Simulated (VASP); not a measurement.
# Rb (Im-3m) in VASP: further runs, part 2 of 2

VASP 6.6.1. The steps go on from the part before.

## 5. Single point, LDA (volume scaled by 0.58)

Contents of INCAR:

```
SYSTEM = Rb
  ALGO = Normal
  EDIFF = 1E-6
  ENCUT = 520
  ISIF = 2
  ISMEAR = -1
  LASPH = .TRUE.
  LCHARG = .FALSE.
  LREAL = .FALSE.
  LWAVE = .FALSE.
  NBANDS = 10
  NELM = 100
  PREC = Accurate
  SIGMA = 0.05
```

Contents of KPOINTS:

```
k-points
0
G
  11 11 11
  0 0 0
```

Contents of POSCAR:

```
Rb
1.0
   -2.2399781434      2.2399781434      2.2399781434
    2.2399781434     -2.2399781434      2.2399781434
    2.2399781434      2.2399781434     -2.2399781434
Rb
1
Direct
    0.0000000000      0.0000000000      0.0000000000
```

Potentials or basis: VASP PAW LDA potentials, release 64 (Rb_sv).

On the command line:

```console
$ cat potpaw_LDA.64/Rb_sv/POTCAR > POTCAR
$ mpirun -np 1 vasp_std > vasp.out
```

OUTCAR:

```text
SYSTEM = Rb
   EDIFF = 1E-6
   ENCUT = 520
   ISIF = 2
   ISMEAR = -1
   LASPH = .TRUE.
   LREAL = .FALSE.
   NELM = 100
   PREC = Accurate

 ion  position               nearest neighbor table
   1  0.000  0.000  0.000-

  LATTYP: Found a body centered cubic cell.
 ALAT       =     4.4799562868

  Lattice vectors:

 A1 = (  -2.2399781434,   2.2399781434,   2.2399781434)
 A2 = (   2.2399781434,  -2.2399781434,   2.2399781434)
 A3 = (   2.2399781434,   2.2399781434,  -2.2399781434)

Analysis of symmetry for initial positions (statically):
=====================================================================
 Subroutine PRICEL returns:
 Original cell was already a primitive cell.

 Routine SETGRP: Setting up the symmetry group for a
 body centered cubic supercell.

 Subroutine GETGRP returns: Found 48 space group operations
 (whereof 48 operations were pure point group operations)
 out of a pool of 48 trial point group operations.

The static configuration has the point symmetry O_h .

Analysis of symmetry for dynamics (positions and initial velocities):
=====================================================================
 Subroutine PRICEL returns:
 Original cell was already a primitive cell.

 Routine SETGRP: Setting up the symmetry group for a
 body centered cubic supercell.

 Subroutine GETGRP returns: Found 48 space group operations
 (whereof 48 operations were pure point group operations)
 out of a pool of 48 trial point group operations.

The dynamic configuration has the point symmetry O_h .

 Subroutine INISYM returns: Found 48 space group operations
 (whereof 48 operations are pure point group operations),
 and found     1 'primitive' translations

----------------------------------------------------------------------------------------

                                     Primitive cell

  volume of cell :      44.9564

  direct lattice vectors                    reciprocal lattice vectors
    -2.239978143  2.239978143  2.239978143     0.000000000  0.223216464  0.223216464
     2.239978143 -2.239978143  2.239978143     0.223216464  0.000000000  0.223216464
     2.239978143  2.239978143 -2.239978143     0.223216464  0.223216464  0.000000000

  length of vectors
     3.879755952  3.879755952  3.879755952     0.315675750  0.315675750  0.315675750

  position of ions in fractional coordinates (direct lattice)
     0.000000000  0.000000000  0.000000000

  ion indices of the primitive-cell ions
   primitive index   ion index
                 1           1

----------------------------------------------------------------------------------------

 KPOINTS: k-points

Automatic generation of k-mesh.
 Grid dimensions read from file:
 generate k-points for:   11   11   11

 Generating k-lattice:

  Cartesian coordinates                     Fractional coordinates (reciprocal lattice)
     0.000000000  0.020292406  0.020292406     0.090909091  0.000000000  0.000000000
     0.020292406  0.000000000  0.020292406     0.000000000  0.090909091  0.000000000
     0.020292406  0.020292406  0.000000000     0.000000000  0.000000000  0.090909091

  Length of vectors
     0.028697795  0.028697795  0.028697795

  Shift w.r.t. Gamma in fractional coordinates (k-lattice)
     0.000000000  0.000000000  0.000000000

 Subroutine IBZKPT returns following result:
 ===========================================

 Found     56 irreducible k-points:

 Following reciprocal coordinates:
            Coordinates               Weight
  0.000000  0.000000  0.000000      1.000000
  0.090909  0.000000  0.000000     12.000000
  0.181818  0.000000  0.000000     12.000000
  0.272727  0.000000  0.000000     12.000000
  0.363636  0.000000  0.000000     12.000000
  0.454545  0.000000  0.000000     12.000000
[... 16 lines left out ...]
  0.272727  0.181818  0.090909     48.000000
  0.363636  0.181818  0.090909     24.000000
 [... further k-points ...]
   k-points           NKPTS =     56   k-points in BZ     NKDIM =     56   number of bands    NBANDS=     10
   number of dos      NEDOS =    301   number of ions     NIONS =      1
   total plane-waves  NPLWV =  27000
   dimension x,y,z NGX =    30 NGY =   30 NGZ =   30
   dimension x,y,z NGXF=    60 NGYF=   60 NGZF=   60
   ions per type =               1
   NGX,Y,Z   is equivalent  to a cutoff of  12.85, 12.85, 12.85 a.u.
   NGXF,Y,Z  is equivalent  to a cutoff of  25.71, 25.71, 25.71 a.u.
 SYSTEM =  Rb
   PREC   = accura    normal or accurate (medium, high low for compatibility)
   ISTART =      0    job   : 0-new  1-cont  2-samecut
   ICHARG =      2    charge: 1-file 2-atom 10-const
   ISPIN  =      1    spin polarized calculation?
   LNONCOLLINEAR =      F non collinear calculations
   LSORBIT =      F    spin-orbit coupling
   LASPH  =      T    aspherical Exc in radial PAW
   ENCUT  =  520.0 eV  38.22 Ry    6.18 a.u.   7.21  7.21  7.21*2*pi/ulx,y,z
   NELM   =    100;   NELMIN=  2; NELMDL= -5     # of ELM steps
   EDIFF  = 0.1E-05   stopping-criterion for ELM
   LREAL  =      F    real-space projection
   EDIFFG = 0.1E-04   stopping-criterion for IOM
   NSW    =      0    number of steps for IOM
   IBRION =     -1    ionic relax: 0-MD 1-quasi-New 2-CG
   NFREE  =      0    steps in history (QN), initial steepest desc. (CG)
   ISIF   =      2    stress and relaxation
   ISYM   =      2    0-nonsym 1-usesym 2-fastsym
   POTIM  = 0.5000    time-step for ionic-motion
   TEBEG  =    0.0;   TEEND  =   0.0 temperature during run
   PSTRESS=    0.0 pullay stress
   NELECT =       9.0000    total number of electrons
   NUPDOWN=      -1.0000    fix difference up-down
   EMIN   =  10.00;   EMAX   =-10.00  energy-range for DOS
   EFERMI =   0.00;   METHOD = LEGACY
   ISMEAR =    -1;   SIGMA  =   0.05  broadening in eV -4-tet -1-fermi 0-gaus
   EFERMI_NEDOS =   21; number of points for ismear=-14 and -15
   IALGO  =     38    algorithm
   IMIX   =      4    mixing-type and parameters
     AMIX     =   0.40;   BMIX     =  1.00
     AMIX_MAG =   1.60;   BMIX_MAG =  1.00
  volume/ion in A,a.u.               =      44.96       303.38
  Fermi-wavevector in a.u.,A,eV,Ry     =   0.957691  1.809773 12.478873  0.917171
  Thomas-Fermi vector in A             =   2.086731
   LORBIT       =      0    0 simple, 1 ext, 2 COOP (PROOUT), +10 PAW based schemes
   GGA     = CA    functional components
   LHFCALC =     F    Hartree Fock is set to
   AEXX    =    0.0000 exact exchange contribution
   IVDW    =     0    specifies the selected vdW correction
   LEPSILON=     F    determine dielectric tensor
   LRPA    =     F    only Hartree local field effects (RPA)
 non-spin polarized calculation
  energy-cutoff  :      520.00
  volume of cell :       44.96
 maximum number of plane-waves:      1240
 NGX is ok and might be reduce to    30
   NGX = 15   NGY = 15   NGZ = 15

 number of electron       9.0000000 magnetization

 Free energy of the ion-electron system (eV)
  ---------------------------------------------------
  ext. energy  EPLUGINS =         0.00000000
  ---------------------------------------------------
  free energy    TOTEN  =        -0.72154204 eV

  energy without entropy =       -0.71470457  energy(sigma->0) =       -0.71812330

 E-fermi :   2.0033     XC(G=0):  -7.8133

 val. band max:        1.9316840091   @ k =  -0.3636   0.3636   0.1818
 cond. band min:       2.0438022191   @ k =  -0.3636   0.4545   0.0909
 fundamental gap:      0.1121182100
 Fermi energy:         2.0032614344

 k-point     1 :       0.0000    0.0000    0.0000
  band No.  band energies     occupation
      1     -26.7780      2.00000
      2     -10.5608      2.00000
      3     -10.5608      2.00000
      4     -10.5608      2.00000
      5      -0.9271      2.00000
      6       6.0873      0.00000
      7       6.0873      0.00000
      8       6.0873      0.00000
      9       7.7838      0.00000
     10       7.7838      0.00000

 k-point     2 :       0.0909    0.0000    0.0000
  band No.  band energies     occupation
      1     -26.7705      2.00000
      2     -10.6383      2.00000
      3     -10.5817      2.00000
      4     -10.5618      2.00000
      5      -0.7197      2.00000
      6       5.8677      0.00000
      7       5.9068      0.00000
      8       6.2923      0.00000
      9       7.4412      0.00000
     10       7.7308      0.00000
[... 274 lines left out ...]
 k-point    24 :       0.3636    0.1818    0.0909
  band No.  band energies     occupation
      1     -26.6775      2.00000
      2     -11.2717      2.00000
      3     -10.9461      2.00000
      4     -10.7073      2.00000
      5       2.6907      0.00000
      6       3.8091      0.00000
      7       3.8722      0.00000
      8       8.1024      0.00000
      9       8.9024      0.00000
     10       9.2667      0.00000

 [... further k-points ...]
[... 5 lines left out ...]
  --------------------------------------------------------------------------------------
  -------------------------------------------------------------------------------------
  Total        1.4297560      1.4297560      1.4297560      0.0000000      0.0000000      0.0000000
  in kB       50.9543394     50.9543394     50.9543394      0.0000000      0.0000000      0.0000000
  external PRESSURE =      50.9543394 kB  Pullay stress =       0.0000000 kB

 VOLUME and BASIS-vectors are now :
 -----------------------------------------------------------------------------
  energy-cutoff  :      520.00
  volume of cell :       44.96
      direct lattice vectors                 reciprocal lattice vectors
    -2.239978143  2.239978143  2.239978143     0.000000000  0.223216464  0.223216464
     2.239978143 -2.239978143  2.239978143     0.223216464  0.000000000  0.223216464
     2.239978143  2.239978143 -2.239978143     0.223216464  0.223216464  0.000000000

 POSITION                                       TOTAL-FORCE (eV/Angst)
 -----------------------------------------------------------------------------------
      0.00000      0.00000      0.00000         0.000000      0.000000      0.000000
 -----------------------------------------------------------------------------------
    total drift:                               -0.000000     -0.000000      0.000000

  FREE ENERGIE OF THE ION-ELECTRON SYSTEM (eV)
  ---------------------------------------------------
  free  energy   TOTEN  =        -0.7215420373 eV

  energy  without entropy=       -0.7147045698  energy(sigma->0) =       -0.71812330
```

OSZICAR:

```text
N       E                     dE             d eps       ncg     rms          rms(c)
DAV:   1     0.329054964714E+02    0.32905E+02   -0.40269E+03  1120   0.735E+02
DAV:   2     0.853781166078E+00   -0.32052E+02   -0.31311E+02  1286   0.133E+02
DAV:   3    -0.683002698474E+00   -0.15368E+01   -0.15264E+01  1524   0.260E+01
DAV:   4    -0.730808549211E+00   -0.47806E-01   -0.47689E-01  1448   0.380E+00
DAV:   5    -0.732049837049E+00   -0.12413E-02   -0.12401E-02  1528   0.432E-01    0.284E+00
DAV:   6    -0.723230138401E+00    0.88197E-02   -0.12844E-02  1256   0.649E-01    0.181E+00
DAV:   7    -0.721751981764E+00    0.14782E-02   -0.18949E-02  1458   0.785E-01    0.231E-01
DAV:   8    -0.721544401576E+00    0.20758E-03   -0.18730E-03  1198   0.290E-01    0.231E-02
DAV:   9    -0.721541577019E+00    0.28246E-05   -0.77433E-05  1438   0.541E-02    0.119E-02
DAV:  10    -0.721542037277E+00   -0.46026E-06   -0.15127E-06  1112   0.796E-03
   1 F= -.72154204E+00 E0= -.71812330E+00  d E =-.683747E-02
```

Wall time 8.8 s (1 thread of Intel Xeon 6975P-C (Granite Rapids), shared host); peak memory 0.15 GiB.

Results:

```
Free energy : -0.7215 eV
Pressure    : 5.1 GPa
```

## 6. The runs side by side

```csv
cell,gap on the mesh (eV),pressure (GPa)
"a = 3.511 Å, angles 109.5°, 1 atom",none,11.4
"a = 3.692 Å, angles 109.5°, 1 atom",none,8.1
"a = 3.880 Å, angles 109.5°, 1 atom",none,5.1
```

Alike in all rows: task single point; level LDA; potentials or basis VASP PAW LDA potentials, release 64 (Rb_sv); no spin polarisation; k mesh 11 × 11 × 11; cutoff (eV) 520; smearing fermi-dirac 0.05 eV.

Total energies depend on the potentials used, so only differences within one code and one set of settings carry meaning.
